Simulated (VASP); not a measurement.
# AsPdF5 (P1) in VASP: single point with PBEsol

Aim: the single point of AsPdF5 with PBEsol.

Everything below comes from runs of VASP 6.6.1. Logs are shortened: lines on timing, memory, paths and dates and some standing lists are left out, and cuts for length are marked.

**1. The cell of the first run**

The typed cell holds 7 atoms: a = 4.304 Å, b = 4.308 Å, c = 6.013 Å, α = 106.50°, β = 73.56°, γ = 88.42°.

**2. Single point, PBEsol**

INCAR reads:

```
SYSTEM = AsPdF5
ALGO = Normal
EDIFF = 1E-6
ENCUT = 700
GGA = PS
GGA_COMPAT = .False.
ISIF = 2
ISMEAR = -1
LASPH = .True.
LCHARG = .False.
LREAL = .False.
LWAVE = .False.
NBANDS = 43
NELM = 120
PREC = Accurate
SIGMA = 0.05
```

KPOINTS reads:

```
k-points
0
Gamma
  6 6 4
  0 0 0
```

POSCAR reads:

```
AsPdF5
1.0
    4.2626760237      0.1008889448      0.5840573636
    0.0998534623      4.2667819942     -0.5887505429
    0.9362572359     -0.9373694874      5.8656346344
As Pd F
1 1 5
Direct
    0.3137294804      0.3004262283      0.0014472101
    0.0237756799      0.0107364704      0.5013535757
   -0.0561567980      0.6127526200      0.2674221876
    0.1261650310      0.3809944281      0.7429486365
    0.3941220976      0.1132082803      0.2602071721
    0.6256989589     -0.0693139980      0.7349211410
    0.0343436359      0.0213846592      0.0013591425
```

Potentials or basis: VASP PAW PBE potentials, release 64 (As_d, Pd_sv_GW, F).

Run with:

```bash
$ cat potpaw_PBE.64/As_d/POTCAR potpaw_PBE.64/Pd_sv_GW/POTCAR potpaw_PBE.64/F/POTCAR > POTCAR
$ mpirun -np 1 vasp_std > vasp.out
```

OUTCAR:

```text
SYSTEM = AsPdF5
   EDIFF = 1E-6
   ENCUT = 700
   GGA = PS
   ISIF = 2
   ISMEAR = -1
   LASPH = .True.
   LREAL = .False.
   NELM = 120
   PREC = Accurate

 ion  position               nearest neighbor table
   1  0.314  0.300  0.001-   7 1.72   3 2.03   6 2.03   4 2.05   5 2.05
   2  0.024  0.011  0.501-   5 1.98   4 1.98   6 1.99   3 1.99
   3  0.944  0.613  0.267-   2 1.99   1 2.03
   4  0.126  0.381  0.743-   2 1.98   1 2.05
   5  0.394  0.113  0.260-   2 1.98   1 2.05
   6  0.626  0.931  0.735-   2 1.99   1 2.03
   7  0.034  0.021  0.001-   1 1.72

  LATTYP: Found a triclinic cell.
 ALAT       =     4.3083670342
 B/A-ratio  =     1.4328367864
 C/A-ratio  =     1.5194860751
 COS(alpha) =     0.0000771511
 COS(beta)  =     0.3790255786
 COS(gamma) =     0.7171763549

  Lattice vectors:

 A1 = (  -0.0998534623,  -4.2667819942,   0.5887505429)
 A2 = (  -4.3625294860,  -4.3676709390,   0.0046931793)
 A3 = (   3.2265653255,  -3.2285235620,  -4.6928267279)

Analysis of symmetry for initial positions (statically):
=====================================================================
 Subroutine PRICEL returns:
 Original cell was already a primitive cell.

 Routine SETGRP: Setting up the symmetry group for a
 triclinic supercell.

 Subroutine GETGRP returns: Found  1 space group operations
 (whereof  1 operations were pure point group operations)
 out of a pool of  2 trial point group operations.

The static configuration has the point symmetry C_1 .

Analysis of symmetry for dynamics (positions and initial velocities):
=====================================================================
 Subroutine PRICEL returns:
 Original cell was already a primitive cell.

 Routine SETGRP: Setting up the symmetry group for a
 triclinic supercell.

 Subroutine GETGRP returns: Found  1 space group operations
 (whereof  1 operations were pure point group operations)
 out of a pool of  2 trial point group operations.

The dynamic configuration has the point symmetry C_1 .

 Subroutine INISYM returns: Found  1 space group operations
 (whereof  1 operations are pure point group operations),
 and found     1 'primitive' translations

----------------------------------------------------------------------------------------

                                     Primitive cell

  volume of cell :     101.8286

  direct lattice vectors                    reciprocal lattice vectors
     4.262676024  0.100888945  0.584057364     0.240359872 -0.011165095 -0.040149874
     0.099853462  4.266781994 -0.588750543    -0.011187970  0.240172938  0.040167112
     0.936257236 -0.937369487  5.865634634    -0.025056262  0.025218585  0.178514057

  length of vectors
     4.303685452  4.308367034  6.013394119     0.243945772  0.243765477  0.182019400

  position of ions in fractional coordinates (direct lattice)
     0.313729480  0.300426228  0.001447210
     0.023775680  0.010736470  0.501353576
     0.943843202  0.612752620  0.267422188
     0.126165031  0.380994428  0.742948637
     0.394122098  0.113208280  0.260207172
     0.625698959  0.930686002  0.734921141
     0.034343636  0.021384659  0.001359143

  ion indices of the primitive-cell ions
   primitive index   ion index
                 1           1
                 2           2
                 3           3
                 4           4
                 5           5
                 6           6
                 7           7

----------------------------------------------------------------------------------------

 KPOINTS: k-points

Automatic generation of k-mesh.
 Grid dimensions read from file:
 generate k-points for:    6    6    4

 Generating k-lattice:

  Cartesian coordinates                     Fractional coordinates (reciprocal lattice)
     0.040059979 -0.001860849 -0.006691646     0.166666667  0.000000000 -0.000000000
    -0.001864662  0.040028823  0.006694519     0.000000000  0.166666667  0.000000000
    -0.006264065  0.006304646  0.044628514     0.000000000  0.000000000  0.250000000

  Length of vectors
     0.040657629  0.040627579  0.045504850

  Shift w.r.t. Gamma in fractional coordinates (k-lattice)
     0.000000000  0.000000000  0.000000000

 Subroutine IBZKPT returns following result:
 ===========================================

 Found     76 irreducible k-points:

 Following reciprocal coordinates:
            Coordinates               Weight
  0.000000  0.000000  0.000000      1.000000
  0.166667  0.000000  0.000000      2.000000
  0.333333  0.000000  0.000000      2.000000
  0.500000  0.000000  0.000000      1.000000
 -0.000000  0.166667 -0.000000      2.000000
  0.166667  0.166667 -0.000000      2.000000
[... 16 lines left out ...]
  0.333333 -0.000000  0.250000      2.000000
  0.500000 -0.000000  0.250000      2.000000
 [... further k-points ...]
   k-points           NKPTS =     76   k-points in BZ     NKDIM =     76   number of bands    NBANDS=     43
   number of dos      NEDOS =    301   number of ions     NIONS =      7
   total plane-waves  NPLWV =  86400
   dimension x,y,z NGX =    40 NGY =   40 NGZ =   54
   dimension x,y,z NGXF=    80 NGYF=   80 NGZF=  108
   ions per type =               1   1   5
   NGX,Y,Z   is equivalent  to a cutoff of  15.45, 15.43, 14.93 a.u.
   NGXF,Y,Z  is equivalent  to a cutoff of  30.90, 30.87, 29.86 a.u.
 SYSTEM =  AsPdF5
   PREC   = accura    normal or accurate (medium, high low for compatibility)
   ISTART =      0    job   : 0-new  1-cont  2-samecut
   ICHARG =      2    charge: 1-file 2-atom 10-const
   ISPIN  =      1    spin polarized calculation?
   LNONCOLLINEAR =      F non collinear calculations
   LSORBIT =      F    spin-orbit coupling
   LASPH  =      T    aspherical Exc in radial PAW
   ENCUT  =  700.0 eV  51.45 Ry    7.17 a.u.   9.28  9.29 12.97*2*pi/ulx,y,z
   NELM   =    120;   NELMIN=  2; NELMDL= -5     # of ELM steps
   EDIFF  = 0.1E-05   stopping-criterion for ELM
   LREAL  =      F    real-space projection
   EDIFFG = 0.1E-04   stopping-criterion for IOM
   NSW    =      0    number of steps for IOM
   IBRION =     -1    ionic relax: 0-MD 1-quasi-New 2-CG
   NFREE  =      0    steps in history (QN), initial steepest desc. (CG)
   ISIF   =      2    stress and relaxation
   ISYM   =      2    0-nonsym 1-usesym 2-fastsym
   POTIM  = 0.5000    time-step for ionic-motion
   TEBEG  =    0.0;   TEEND  =   0.0 temperature during run
   PSTRESS=    0.0 pullay stress
   NELECT =      68.0000    total number of electrons
   NUPDOWN=      -1.0000    fix difference up-down
   EMIN   =  10.00;   EMAX   =-10.00  energy-range for DOS
   EFERMI =   0.00;   METHOD = LEGACY
   ISMEAR =    -1;   SIGMA  =   0.05  broadening in eV -4-tet -1-fermi 0-gaus
   EFERMI_NEDOS =   21; number of points for ismear=-14 and -15
   IALGO  =     38    algorithm
   IMIX   =      4    mixing-type and parameters
     AMIX     =   0.40;   BMIX     =  1.00
     AMIX_MAG =   1.60;   BMIX_MAG =  1.00
  volume/ion in A,a.u.               =      14.55        98.17
  Fermi-wavevector in a.u.,A,eV,Ry     =   1.430939  2.704083 27.859118  2.047587
  Thomas-Fermi vector in A             =   2.550730
   LORBIT       =      0    0 simple, 1 ext, 2 COOP (PROOUT), +10 PAW based schemes
   GGA     = PS    functional components
   LHFCALC =     F    Hartree Fock is set to
   AEXX    =    0.0000 exact exchange contribution
   IVDW    =     0    specifies the selected vdW correction
   LEPSILON=     F    determine dielectric tensor
   LRPA    =     F    only Hartree local field effects (RPA)
 non-spin polarized calculation
  energy-cutoff  :      700.00
  volume of cell :      101.83
 maximum number of plane-waves:      4305
 NGX is ok and might be reduce to    40
   NGX = 19   NGY = 19   NGZ = 25

 number of electron      68.0000007 magnetization

 Free energy of the ion-electron system (eV)
  ---------------------------------------------------
  ext. energy  EPLUGINS =         0.00000000
  ---------------------------------------------------
  free energy    TOTEN  =       -30.59863187 eV

  energy without entropy =      -30.59863009  energy(sigma->0) =      -30.59863098

 E-fermi :   0.8301     XC(G=0):  -9.6629

 val. band max:        0.1753053556   @ k =   0.5000   0.5000   0.0000
 cond. band min:       1.4208098324   @ k =   0.5000   0.0000   0.0000
 fundamental gap:      1.2455044768
 Fermi energy:         0.8300861646

 k-point     1 :       0.0000    0.0000    0.0000
  band No.  band energies     occupation
      1     -83.2511      2.00000
      2     -49.4418      2.00000
      3     -49.4226      2.00000
      4     -48.1446      2.00000
      5     -36.1000      2.00000
      6     -36.0830      2.00000
[... 35 lines left out ...]
     42      11.4280      0.00000
     43      12.3629      0.00000

 k-point     2 :       0.1667    0.0000    0.0000
  band No.  band energies     occupation
      1     -83.2511      2.00000
      2     -49.4419      2.00000
      3     -49.4226      2.00000
      4     -48.1447      2.00000
      5     -36.1000      2.00000
      6     -36.0830      2.00000
[... 35 lines left out ...]
     42      11.7912      0.00000
     43      12.4604      0.00000

 k-point     3 :       0.3333    0.0000    0.0000
  band No.  band energies     occupation
      1     -83.2511      2.00000
      2     -49.4420      2.00000
      3     -49.4226      2.00000
      4     -48.1448      2.00000
      5     -36.1000      2.00000
      6     -36.0830      2.00000
[... 35 lines left out ...]
     42      12.1593      0.00000
     43      12.6418      0.00000

 k-point     4 :       0.5000    0.0000    0.0000
  band No.  band energies     occupation
      1     -83.2511      2.00000
      2     -49.4421      2.00000
      3     -49.4226      2.00000
      4     -48.1449      2.00000
      5     -36.1001      2.00000
      6     -36.0830      2.00000
[... 863 lines left out ...]
     42      11.9528      0.00000
     43      12.3673      0.00000

 k-point    23 :       0.3333   -0.0000    0.2500
  band No.  band energies     occupation
      1     -83.2511      2.00000
      2     -49.4420      2.00000
      3     -49.4226      2.00000
      4     -48.1448      2.00000
      5     -36.1000      2.00000
      6     -36.0830      2.00000
[... 35 lines left out ...]
     42      12.0194      0.00000
     43      12.7006      0.00000

 k-point    24 :       0.5000   -0.0000    0.2500
  band No.  band energies     occupation
      1     -83.2511      2.00000
      2     -49.4421      2.00000
      3     -49.4226      2.00000
      4     -48.1449      2.00000
      5     -36.1001      2.00000
      6     -36.0830      2.00000
[... 35 lines left out ...]
     42      12.1837      0.00000
     43      12.7084      0.00000

 [... further k-points ...]

------------------------ aborting loop because EDIFF is reached ----------------------------------------

  FORCE on cell =-STRESS in cart. coord.  units (eV):
  Direction    XX          YY          ZZ          XY          YZ          ZX
  --------------------------------------------------------------------------------------
  -------------------------------------------------------------------------------------
  Total       -0.0772909     -0.0841779      0.0098654      0.0227963      0.0295643     -0.0271831
  in kB       -1.2161004     -1.3244608      0.1552229      0.3586787      0.4651668     -0.4277005
  external PRESSURE =      -0.7951128 kB  Pullay stress =       0.0000000 kB

 VOLUME and BASIS-vectors are now :
 -----------------------------------------------------------------------------
  energy-cutoff  :      700.00
  volume of cell :      101.83
      direct lattice vectors                 reciprocal lattice vectors
     4.262676024  0.100888945  0.584057364     0.240359872 -0.011165095 -0.040149874
     0.099853462  4.266781994 -0.588750543    -0.011187970  0.240172938  0.040167112
     0.936257236 -0.937369487  5.865634634    -0.025056262  0.025218585  0.178514057

 POSITION                                       TOTAL-FORCE (eV/Angst)
 -----------------------------------------------------------------------------------
      1.36868      1.31215      0.01485         0.049790      0.049532      0.000575
      0.57182     -0.42174      2.94832        -0.006466     -0.006405     -0.000537
      4.33486      2.45903      1.75910        -0.023991     -0.003666      0.004921
      1.27144      0.94193      4.20724        -0.005201      0.020932     -0.006086
      1.93494      0.27889      1.68982         0.021200     -0.005016      0.005789
      3.44816      3.34527      4.12828        -0.003762     -0.023813     -0.004608
      0.14980      0.09343      0.01544        -0.031570     -0.031565     -0.000053
 -----------------------------------------------------------------------------------
    total drift:                                0.000344      0.000061     -0.000620

  FREE ENERGIE OF THE ION-ELECTRON SYSTEM (eV)
  ---------------------------------------------------
  free  energy   TOTEN  =       -30.5986318669 eV

  energy  without entropy=      -30.5986300896  energy(sigma->0) =      -30.59863098
```

Run time: 9.9 min. Hardware: 1 thread of Intel Xeon Platinum 8488C (Sapphire Rapids), shared host; peak memory 0.65 GiB.

What came out:

```yaml
Free_energy: -30.5986 eV
Pressure: -0.1 GPa
Largest_force: 0.070 eV/Å
Band_gap_on_the_k_mesh: 1.25 eV (least direct gap 1.31 eV)
```

Forces in eV/Å, atoms in the order of the input:
```
As   0.050  0.050  0.001
Pd  -0.006 -0.006 -0.001
F   -0.024 -0.004  0.005
F   -0.005  0.021 -0.006
F    0.021 -0.005  0.006
F   -0.004 -0.024 -0.005
F   -0.032 -0.032  0.000
```

Stress tensor (GPa, compression positive):
```
-0.12  0.04 -0.04
 0.04 -0.13  0.05
-0.04  0.05  0.02
```

Caveat: the PAW data sets were made with another functional, which shifts forces and pressure a little. A k mesh can miss the band edges.
